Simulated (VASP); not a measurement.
Write the native input for VASP 6.6.1 that does the following.

```
Task                   : single point
Functional             : PBE
Potentials or basis    : VASP PAW PBE potentials, release 64 (Al, N)
Cutoff                 : 520 eV
k mesh                 : 9 × 9 × 1
Occupations            : gaussian, width 0.1 eV
Spin                   : no spin polarisation
Dipole correction      : yes
Further INCAR settings : ALGO = Normal; EDIFF = 1e-06; NBANDS = 24
```

The structure of Al8N lies in POSCAR:

```
Al8N
1.0
    2.8543223330      0.0000000000      0.0000000000
   -1.4271611665      2.4719156510      0.0000000000
    0.0000000000      0.0000000000     33.4760593533
Al N
8 1
Direct
    0.3333333333      0.6666666667      0.1194883770
    0.0000000000      0.0000000000      0.1895622803
    0.6666666667      0.3333333333      0.2596361837
    0.0000000000      0.0000000000      0.3297100869
    0.3333333333      0.6666666667      0.3992195594
    0.0000000000      0.0000000000      0.4696536480
    0.6666666667      0.3333333333      0.5400996810
    0.0000000000      0.0000000000      0.6116627748
    0.2222222222     -0.2222222222      0.6734980099
```

These files were run (other wordings do the same):

INCAR

```
SYSTEM = Al8N
ALGO = Normal
DIPOL = 0.5 0.5 0.399
EDIFF = 1E-6
ENCUT = 520
GGA = PE
IDIPOL = 3
ISIF = 2
ISMEAR = 0
LASPH = .True.
LCHARG = .False.
LDIPOL = .True.
LREAL = .False.
LWAVE = .False.
NBANDS = 24
NELM = 100
PREC = Accurate
SIGMA = 0.1
```

KPOINTS

```
k-points
0
Gamma
  9 9 1
  0 0 0
```

Potentials or basis: VASP PAW PBE potentials, release 64 (Al, N).

Launch:

```console
$ cat potpaw_PBE.64/Al/POTCAR potpaw_PBE.64/N/POTCAR > POTCAR
$ mpirun -np 1 vasp_std > vasp.out
```

It gave:

* Largest force: 2.712 eV/Å

Run time: 11 min on 1 thread of AMD EPYC 7R43 64-Core Processor (Zen 3), on a shared host, peak memory 0.34 GiB.
